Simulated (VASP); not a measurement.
# HfN (P1) in VASP: relaxation of cell and atoms with PBEsol

Aim: the relaxation of cell and atoms of HfN with PBEsol.

Everything below comes from runs of VASP 6.6.1. Logs are shortened: lines on timing, memory, paths and dates and some standing lists are left out, and cuts for length are marked.

## 1. The cell of the first run

The typed cell holds 2 atoms: a = 3.442 Å, b = 3.442 Å, c = 3.442 Å, α = 60.00°, β = 60.00°, γ = 60.00°.

## 2. Relaxation of cell and atoms, PBEsol (atom 2 moved 0.30 Å)

File INCAR:

```
SYSTEM = HfN
PREC     = Accurate       ! precision mode
ENCUT    = 600            ! plane-wave cutoff, eV
EDIFF    = 1E-6           ! SCF threshold, eV
ISMEAR   = 0              ! smearing method
SIGMA    = 0.15           ! smearing width, eV
LREAL    = .False.        ! projectors in reciprocal space
LASPH    = .True.         ! aspherical terms in the spheres
NELM     = 60             ! most SCF steps
ALGO     = Normal         ! electronic algorithm
ISIF     = 3              ! what is computed and relaxed
LWAVE    = .False.        ! write WAVECAR
LCHARG   = .False.        ! write CHGCAR
GGA      = PS             ! functional
IBRION   = 2              ! ionic algorithm
NSW      = 100            ! ionic steps
EDIFFG   = -0.01          ! ionic threshold
```

File KPOINTS:

```
regular mesh
0
Gamma
  12 12 12
  0 0 0
```

File POSCAR:

```
HfN
1.0
    0.0000000000      2.4335340900      2.4335340900
    2.4335340900      0.0000000000      2.4335340900
    2.4335340900      2.4335340900      0.0000000000
Hf N
1 1
Direct
   -0.0031142120      0.0491395423     -0.0104472942
    0.7531142120      0.7008604577      0.7604472942
```

Potentials or basis: VASP PAW PBE potentials, release 64 (Hf_pv, N).

Command:

```sh
$ cat potpaw_PBE.64/Hf_pv/POTCAR potpaw_PBE.64/N/POTCAR > POTCAR
$ mpirun -np 1 vasp_std > vasp.out
```

OUTCAR:

```text
SYSTEM = HfN
   PREC = Accurate
   ENCUT = 600
   EDIFF = 1E-6
   ISMEAR = 0
   LREAL = .False.
   LASPH = .True.
   NELM = 60
   ISIF = 3
   GGA = PS
   IBRION = 2
   NSW = 100
   EDIFFG = -0.01

 ion  position               nearest neighbor table
   1  0.997  0.049  0.990-   2 1.84   2 2.15   2 2.19   2 2.32
   2  0.753  0.701  0.760-   1 1.84   1 2.15   1 2.19   1 2.32

  LATTYP: Found a face centered cubic cell.
 ALAT       =     4.8670681800

  Lattice vectors:

 A1 = (   0.0000000000,   2.4335340900,   2.4335340900)
 A2 = (   2.4335340900,   0.0000000000,   2.4335340900)
 A3 = (   2.4335340900,   2.4335340900,   0.0000000000)

Analysis of symmetry for initial positions (statically):
[... 5 lines left out ...]
 face centered cubic supercell.

 Subroutine GETGRP returns: Found  1 space group operations
 (whereof  1 operations were pure point group operations)
 out of a pool of 48 trial point group operations.

The static configuration has the point symmetry C_1 .

Analysis of symmetry for dynamics (positions and initial velocities):
[... 5 lines left out ...]
 face centered cubic supercell.

 Subroutine GETGRP returns: Found  1 space group operations
 (whereof  1 operations were pure point group operations)
 out of a pool of 48 trial point group operations.

The dynamic configuration has the point symmetry C_1 .

 Subroutine INISYM returns: Found  1 space group operations
 (whereof  1 operations are pure point group operations),
 and found     1 'primitive' translations

----------------------------------------------------------------------------------------

                                     Primitive cell

  volume of cell :      28.8232

  direct lattice vectors                    reciprocal lattice vectors
     0.000000000  2.433534090  2.433534090    -0.205462501  0.205462501  0.205462501
     2.433534090  0.000000000  2.433534090     0.205462501 -0.205462501  0.205462501
     2.433534090  2.433534090  0.000000000     0.205462501  0.205462501 -0.205462501

  length of vectors
     3.441536915  3.441536915  3.441536915     0.355871490  0.355871490  0.355871490

  position of ions in fractional coordinates (direct lattice)
     0.996885788  0.049139542  0.989552706
     0.753114212  0.700860458  0.760447294

  ion indices of the primitive-cell ions
   primitive index   ion index
                 1           1
                 2           2

----------------------------------------------------------------------------------------

 KPOINTS: regular mesh

Automatic generation of k-mesh.
 Grid dimensions read from file:
 generate k-points for:   12   12   12

 Generating k-lattice:

  Cartesian coordinates                     Fractional coordinates (reciprocal lattice)
    -0.017121875  0.017121875  0.017121875     0.083333333  0.000000000  0.000000000
     0.017121875 -0.017121875  0.017121875     0.000000000  0.083333333  0.000000000
     0.017121875  0.017121875 -0.017121875     0.000000000  0.000000000  0.083333333

  Length of vectors
     0.029655958  0.029655958  0.029655958

  Shift w.r.t. Gamma in fractional coordinates (k-lattice)
     0.000000000  0.000000000  0.000000000

 Subroutine IBZKPT returns following result:
 ===========================================

 Found    868 irreducible k-points:

 Following reciprocal coordinates:
            Coordinates               Weight
  0.000000  0.000000  0.000000      1.000000
  0.083333  0.000000  0.000000      2.000000
  0.000000  0.083333  0.000000      2.000000
  0.000000  0.000000  0.083333      2.000000
  0.083333  0.083333  0.083333      2.000000
  0.166667  0.000000  0.000000      2.000000
[... 16 lines left out ...]
  0.000000  0.500000  0.000000      1.000000
  0.000000  0.000000  0.500000      1.000000
 [... further k-points ...]
   k-points           NKPTS =    868   k-points in BZ     NKDIM =    868   number of bands    NBANDS=     11
   number of dos      NEDOS =    301   number of ions     NIONS =      2
   total plane-waves  NPLWV =  21952
   dimension x,y,z NGX =    28 NGY =   28 NGZ =   28
   dimension x,y,z NGXF=    56 NGYF=   56 NGZF=   56
   ions per type =               1   1
   NGX,Y,Z   is equivalent  to a cutoff of  13.53, 13.53, 13.53 a.u.
   NGXF,Y,Z  is equivalent  to a cutoff of  27.05, 27.05, 27.05 a.u.
 SYSTEM =  HfN
   PREC   = accura    normal or accurate (medium, high low for compatibility)
   ISTART =      0    job   : 0-new  1-cont  2-samecut
   ICHARG =      2    charge: 1-file 2-atom 10-const
   ISPIN  =      1    spin polarized calculation?
   LNONCOLLINEAR =      F non collinear calculations
   LSORBIT =      F    spin-orbit coupling
   LASPH  =      T    aspherical Exc in radial PAW
   ENCUT  =  600.0 eV  44.10 Ry    6.64 a.u.   6.87  6.87  6.87*2*pi/ulx,y,z
   NELM   =     60;   NELMIN=  2; NELMDL= -5     # of ELM steps
   EDIFF  = 0.1E-05   stopping-criterion for ELM
   LREAL  =      F    real-space projection
   EDIFFG = -.1E-01   stopping-criterion for IOM
   NSW    =    100    number of steps for IOM
   IBRION =      2    ionic relax: 0-MD 1-quasi-New 2-CG
   NFREE  =      1    steps in history (QN), initial steepest desc. (CG)
   ISIF   =      3    stress and relaxation
   ISYM   =      2    0-nonsym 1-usesym 2-fastsym
   POTIM  = 0.5000    time-step for ionic-motion
   TEBEG  =    0.0;   TEEND  =   0.0 temperature during run
   PSTRESS=    0.0 pullay stress
   NELECT =      15.0000    total number of electrons
   NUPDOWN=      -1.0000    fix difference up-down
   EMIN   =  10.00;   EMAX   =-10.00  energy-range for DOS
   EFERMI =   0.00;   METHOD = LEGACY
   ISMEAR =     0;   SIGMA  =   0.15  broadening in eV -4-tet -1-fermi 0-gaus
   EFERMI_NEDOS =   21; number of points for ismear=-14 and -15
   IALGO  =     38    algorithm
   IMIX   =      4    mixing-type and parameters
     AMIX     =   0.40;   BMIX     =  1.00
     AMIX_MAG =   1.60;   BMIX_MAG =  1.00
  volume/ion in A,a.u.               =      14.41        97.25
  Fermi-wavevector in a.u.,A,eV,Ry     =   1.316814  2.488418 23.592496  1.734000
  Thomas-Fermi vector in A             =   2.446900
   LORBIT       =      0    0 simple, 1 ext, 2 COOP (PROOUT), +10 PAW based schemes
   GGA     = PS    functional components
   LHFCALC =     F    Hartree Fock is set to
   AEXX    =    0.0000 exact exchange contribution
   IVDW    =     0    specifies the selected vdW correction
   LEPSILON=     F    determine dielectric tensor
   LRPA    =     F    only Hartree local field effects (RPA)
 conjugate gradient relaxation of ions
 non-spin polarized calculation
 Gauss-broadening in eV      SIGMA  =   0.15
  energy-cutoff  :      600.00
  volume of cell :       28.82
 maximum number of plane-waves:       982
   NGX = 13   NGY = 13   NGZ = 13

--------------------------------------- Ionic step        1  -------------------------------------------

 number of electron      15.0000000 magnetization

 Free energy of the ion-electron system (eV)
  ---------------------------------------------------
  ext. energy  EPLUGINS =         0.00000000
  ---------------------------------------------------
  free energy    TOTEN  =       -21.54924582 eV

  energy without entropy =      -21.54073175  energy(sigma->0) =      -21.54498879

------------------------ aborting loop because EDIFF is reached ----------------------------------------

  FORCE on cell =-STRESS in cart. coord.  units (eV):
  Direction    XX          YY          ZZ          XY          YZ          ZX
  --------------------------------------------------------------------------------------
  -------------------------------------------------------------------------------------
  Total        1.8594440      2.4633861      1.6478177     -3.6110288     -3.1816859      2.2056348
  in kB      103.3597326    136.9306791     91.5962004   -200.7239667   -176.8583567    122.6032210
  external PRESSURE =     110.6288707 kB  Pullay stress =       0.0000000 kB
[... 89 lines left out ...]
  FREE ENERGIE OF THE ION-ELECTRON SYSTEM (eV)
  ---------------------------------------------------
  free  energy   TOTEN  =       -21.5879284106 eV

  energy  without entropy=      -21.5760006859  energy(sigma->0) =      -21.58196455

[... ionic steps 4 to 15 ...]

--------------------------------------- Ionic step       16  -------------------------------------------

 number of electron      15.0000003 magnetization

------------------------ aborting loop because EDIFF is reached ----------------------------------------

  FORCE on cell =-STRESS in cart. coord.  units (eV):
  Direction    XX          YY          ZZ          XY          YZ          ZX
  --------------------------------------------------------------------------------------
  -------------------------------------------------------------------------------------
  Total       -0.0186428     -0.0268718     -0.0125066      0.0335572      0.0196380      0.0255319
  in kB       -1.0399689     -1.4990115     -0.6976638      1.8719520      1.0954826      1.4242691
  external PRESSURE =      -1.0788814 kB  Pullay stress =       0.0000000 kB
[... 57 lines left out ...]
  energy  without entropy=      -22.2590623328  energy(sigma->0) =      -22.26454866

--------------------------------------- Ionic step       18  -------------------------------------------

 number of electron      15.0000003 magnetization

 Free energy of the ion-electron system (eV)
  ---------------------------------------------------
  ext. energy  EPLUGINS =         0.00000000
  ---------------------------------------------------
  free energy    TOTEN  =       -22.27006134 eV

  energy without entropy =      -22.25908640  energy(sigma->0) =      -22.26457387

 E-fermi :   5.8390     XC(G=0): -11.5401

 val. band max:        5.7403816419   @ k =  -0.4167   0.3333   0.5000
 cond. band min:       5.8450694340   @ k =   0.3333  -0.0833   0.1667
 fundamental gap:      0.1046877920
 Fermi energy:         5.8389938850

 k-point     1 :       0.0000    0.0000    0.0000
  band No.  band energies     occupation
      1     -25.1175      2.00000
      2     -25.1173      2.00000
      3     -25.1166      2.00000
      4     -10.4187      2.00000
      5       0.2376      2.00000
      6       0.2395      2.00000
      7       0.2464      2.00000
      8       5.1736      2.00000
      9       8.1046      0.00000
     10       8.1088      0.00000
     11      12.6089      0.00000
[... 309 lines left out ...]
 k-point    24 :       0.0000    0.0000    0.5000
  band No.  band energies     occupation
      1     -25.6509      2.00000
      2     -25.1880      2.00000
      3     -25.1873      2.00000
      4      -9.2528      2.00000
      5       0.0449      2.00000
      6       0.8553      2.00000
      7       0.8575      2.00000
      8       7.4281      0.00000
      9       8.6186      0.00000
     10       8.6372      0.00000
     11      10.1232      0.00000

 [... further k-points ...]
[... 5 lines left out ...]
  --------------------------------------------------------------------------------------
  -------------------------------------------------------------------------------------
  Total       -0.0079006     -0.0134835     -0.0038033      0.0028588      0.0030429      0.0137279
  in kB       -0.4408449     -0.7523601     -0.2122173      0.1595189      0.1697914      0.7660003
  external PRESSURE =      -0.4684741 kB  Pullay stress =       0.0000000 kB
[... 17 lines left out ...]
  FREE ENERGIE OF THE ION-ELECTRON SYSTEM (eV)
  ---------------------------------------------------
  free  energy   TOTEN  =       -22.2700613436 eV

  energy  without entropy=      -22.2590863997  energy(sigma->0) =      -22.26457387

 reached required accuracy - stopping structural energy minimisation
```

It took 33 min on 1 thread of Intel Xeon Platinum 8488C (Sapphire Rapids), shared host; peak memory 0.55 GiB.

What came out:

| Quantity | Value |
| --- | --- |
| Free energy | -22.2701 eV |
| Relaxed volume | 14.36 Å³/atom |
| Relaxed cell | a = 3.437 Å, b = 3.435 Å, c = 3.437 Å, α = 60.04°, β = 60.04°, γ = 60.04° |
| Space group after relaxing (to 0.05 Å) | F-43m (No. 216) |
| Energy gained by relaxing | 360.4 meV/atom |
| Ionic steps | 18 |
| Pressure after relaxing | 0.0 GPa |
| Largest force after relaxing | 0.005 eV/Å |

Forces in eV/Å, atoms in the order of the input:
```
Hf  -0.003 -0.002 -0.004
N    0.003  0.002  0.004
```

The path:
```
step  energy change (eV)  largest force (eV/Å)  pressure (GPa)  volume (Å³)
   1              0.0000                5.8090           11.06        28.82
   2              0.2835                1.2268            3.54        32.70
   3             -0.0387                1.3581           -3.51        31.86
   4             -0.3051                1.3223           -7.81        31.15
   5             -0.5954                0.9170           -8.12        30.01
   6             -0.5977                1.2853           -5.50        29.63
   7             -0.6060                1.0337           -6.97        29.81
   8             -0.6668                0.3091            7.95        27.71
   9             -0.6880                0.2954            2.31        28.37
  10             -0.7099                0.2611           -0.16        28.73
  11             -0.7100                0.2780           -0.28        28.75
  12             -0.7196                0.1221           -0.70        28.81
  13             -0.7198                0.1208           -0.76        28.81
  14             -0.7204                0.0523            0.88        28.59
  15             -0.7207                0.0437            0.25        28.67
  16             -0.7208                0.0148           -0.11        28.72
  17             -0.7208                0.0100            0.00        28.71
  18             -0.7208                0.0054           -0.05        28.71
```

Final structure:
```
Hf N
1.0
    -0.00112    2.42983    2.43021
     2.42933   -0.00200    2.42874
     2.43036    2.42998   -0.00111
Hf N
1 1
Direct
  0.00013 0.00002 0.00011
  0.74987 0.74998 0.74989
```

Levels at points of the mesh, in eV from the Fermi level:
```
           k point  band 4  band 5  band 6  band 7  band 8  band 9  band 10  band 11
(0.00, 0.00, 0.00)  -16.26   -5.60   -5.60   -5.59   -0.67    2.27     2.27     6.77
(0.50, 0.00, 0.00)  -15.09   -5.79   -4.98   -4.98    1.59    2.78     2.80     4.28
(0.00, 0.50, 0.00)  -15.09   -5.79   -4.98   -4.98    1.59    2.78     2.80     4.28
(0.00, 0.00, 0.50)  -15.09   -5.79   -4.98   -4.98    1.59    2.78     2.80     4.28
(0.50, 0.50, 0.50)  -15.09   -5.79   -4.99   -4.99    1.59    2.79     2.80     4.28
(0.50, 0.50, 0.00)  -14.69   -7.10   -3.64   -3.63   -1.16    2.22     4.16     4.81
(0.00, 0.50, 0.50)  -14.69   -7.10   -3.64   -3.63   -1.16    2.22     4.16     4.81
(0.50, 0.00, 0.50)  -14.69   -7.10   -3.64   -3.63   -1.16    2.22     4.16     4.81
```

Caveat: the cell differs from its parent crystal (atom 2 moved 0.30 Å); the PAW data sets were made with another functional, which shifts forces and pressure a little; spin-orbit coupling is left out, which moves the levels of the heavy elements.
